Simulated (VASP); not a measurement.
A run of VASP 6.6.1:

File INCAR:

```
PREC = Accurate ; ENCUT = 520
EDIFF = 1E-8 ; ISMEAR = 0
SIGMA = 0.01 ; LREAL = F
LASPH = T ; NELM = 100
ALGO = Normal ; ISIF = 2
LWAVE = F ; LCHARG = F
LEFG = T ; NBANDS = 29
```

The input KPOINTS:

```
Automatic mesh
0
Gamma
  10 10 10
```

The input POSCAR:

```
Al2Ru
1.0
    0.0000000000      3.9579375332      4.3507976798
    2.3322633091      0.0000000000      4.3507976798
    2.3322633091      3.9579375332      0.0000000000
Al Ru
4 2
Direct
    0.0788628326      0.4211371674      0.0788628326
    0.4211371674      0.0788628326      0.4211371674
    0.1711371674      0.8288628326      0.1711371674
    0.8288628326      0.1711371674      0.8288628326
    0.7500000000      0.7500000000      0.7500000000
    0.5000000000      0.5000000000      0.5000000000
```

Potentials or basis: VASP PAW LDA potentials, release 64 (Al, Ru_pv).

The run is started by

```bash
$ cat potpaw_LDA.64/Al/POTCAR potpaw_LDA.64/Ru_pv/POTCAR > POTCAR
$ mpirun -np 1 vasp_std > vasp.out
```

Hardware: 1 thread of Intel(R) Xeon(R) Platinum 8375C CPU @ 2.90GHz (Ice Lake), on a shared host.

Q: How long does it take, and how much memory?

A: It took 6.3 min on 1 thread of Intel(R) Xeon(R) Platinum 8375C CPU @ 2.90GHz (Ice Lake), on a shared host, peak memory 0.44 GiB. Counts: scf iterations 15, k points 171.
